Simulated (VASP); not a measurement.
Set up this calculation in VASP 6.6.1, as the native input.

| Item | Value |
| --- | --- |
| Task | single point |
| Functional | LDA |
| Potentials or basis | VASP PAW LDA potentials, release 64 (O) |
| Cutoff | 520 eV |
| k mesh | 20 × 20 × 20 |
| Occupations | gaussian, width 0.15 eV |
| Spin | no spin polarisation |
| Dipole correction | no |
| Further INCAR settings | ALGO = Normal; EDIFF = 1e-07; NBANDS = 13 |

The structure of O lies in POSCAR:

```
O
1.0
    0.0000000000      1.6231723000      3.6939594584
    1.6126935410      0.0000000000      3.6939594584
    1.6126935410      1.6231723000      0.0000000000
O
2
Direct
    0.0905247489      0.0905247489      0.9094752511
    0.9094752511      0.9094752511      0.0905247489
```

One way to write it, as run:

INCAR

```
PREC = Accurate
ENCUT = 520
EDIFF = 1E-7
ISMEAR = 0
SIGMA = 0.15
LREAL = False
LASPH = True
NELM = 80
ALGO = Normal
ISIF = 2
LWAVE = False
LCHARG = False
GGA = CA
NBANDS = 13
```

KPOINTS

```
regular mesh
0
Gamma
  20 20 20
```

Potentials or basis: VASP PAW LDA potentials, release 64 (O).

Launch:

```sh
$ cat potpaw_LDA.64/O/POTCAR > POTCAR
$ mpirun -np 1 vasp_std > vasp.out
```

It gave:

| Property | Result |
| --- | --- |
| Pressure | -21.3 GPa |
| Largest force | 6.043 eV/Å |
| Band gap on the k mesh | zero (band 6 reaches 2.45 eV, above the bottom of band 7 at -0.71 eV) |

Caveat: spin is off for a triplet molecule; forces of over 1 eV/Å act on the atoms, so gaps and moduli don't describe the material at rest.

It took 2 min on 1 thread of Intel(R) Xeon(R) 6975P-C (Granite Rapids) (shared host), peak memory 0.31 GiB.
